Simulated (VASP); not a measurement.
Wanted: the native input for a VASP 6.6.1 run.

- Task: single point
- Functional: r2SCAN
- Potentials or basis: VASP PAW PBE potentials, release 64 (In_d, O)
- Cutoff: 520 eV
- k mesh: 6 × 6 × 6
- Occupations: gaussian, width 0.05 eV
- Spin: no spin polarisation
- Dipole correction: no
- Further INCAR settings: ALGO = Normal; EDIFF = 1e-07; NBANDS = 55

The system is In2O3.

```xyz
10
Lattice="2.8916 1.6695 4.9748 -2.8916 1.6695 4.9748 0.0000 -3.3390 4.9748" Properties=species:S:1:pos:R:3 pbc="T T T"
In    0.0000    0.0000    5.3290
In    0.0000    0.0000    2.1331
In    0.0000    0.0000    9.5953
In    0.0000    0.0000   12.7911
O    -1.1765    1.6695    8.7058
O    -0.8576   -1.8536    8.7058
O     2.0341    0.1841    8.7058
O     1.1765   -1.6695    6.2184
O     0.8576    1.8536    6.2184
O    -2.0341   -0.1841    6.2184
```

This cell differs from its parent crystal: strain +0.050 along x and y, +0.025 along z.

The input as run:

POSCAR

```
In2O3
1.0
    2.8916334180      1.6694853323      4.9747553814
   -2.8916334180      1.6694853323      4.9747553814
    0.0000000000     -3.3389706646      4.9747553814
In O
4 6
Direct
    0.3570704061      0.3570704061      0.3570704061
    0.1429295939      0.1429295939      0.1429295939
    0.6429295939      0.6429295939      0.6429295939
    0.8570704061      0.8570704061      0.8570704061
    0.5465740402      0.9534259598      0.2500000000
    0.2500000000      0.5465740402      0.9534259598
    0.9534259598      0.2500000000      0.5465740402
    0.4534259598      0.0465740402      0.7500000000
    0.7500000000      0.4534259598      0.0465740402
    0.0465740402      0.7500000000      0.4534259598
```

INCAR.step1

```
SYSTEM = In2O3
PREC = Accurate
ENCUT = 520
ISMEAR = 0
SIGMA = 0.05
LREAL = .FALSE.
LASPH = .TRUE.
NELM = 60
NBANDS = 55
GGA = PE
ALGO = Normal
EDIFF = 1E-4
LWAVE = .TRUE.
LCHARG = .FALSE.
```

INCAR.step2

```
SYSTEM = In2O3
PREC = Accurate
ENCUT = 520
EDIFF = 1E-7
ISMEAR = 0
SIGMA = 0.05
LREAL = .FALSE.
LASPH = .TRUE.
NELM = 60
ALGO = Normal
ISIF = 2
LWAVE = .FALSE.
LCHARG = .FALSE.
METAGGA = R2SCAN
LMIXTAU = .TRUE.
NBANDS = 55
ISTART = 1
```

KPOINTS

```
regular mesh
0
G
  6 6 6
  0 0 0
```

Potentials or basis: VASP PAW PBE potentials, release 64 (In_d, O).

Run with:

```console
$ cat potpaw_PBE.64/In_d/POTCAR potpaw_PBE.64/O/POTCAR > POTCAR
$ cp INCAR.step1 INCAR
$ mpirun -np 1 vasp_std > vasp.out
$ cp INCAR.step2 INCAR
$ mpirun -np 1 vasp_std > vasp.out
```

Results of the run:

```json
{
  "Pressure": "-16.3 GPa",
  "Largest force": "0.071 eV/Å",
  "Band gap on the k mesh": "0.93 eV (least direct gap 1.11 eV)"
}
```

Caveat: the cell differs from its parent crystal (strain +0.050 along x and y, +0.025 along z); the stress differs along the axes, from -18 to -12 GPa; the PAW data sets were made with another functional, which shifts forces and pressure a little; spin-orbit coupling is left out, which moves the levels of the heavy elements.

Wall time 20 min on 1 thread of Intel(R) Xeon(R) Platinum 8375C CPU @ 2.90GHz (Ice Lake), on a shared host, peak memory 0.46 GiB.
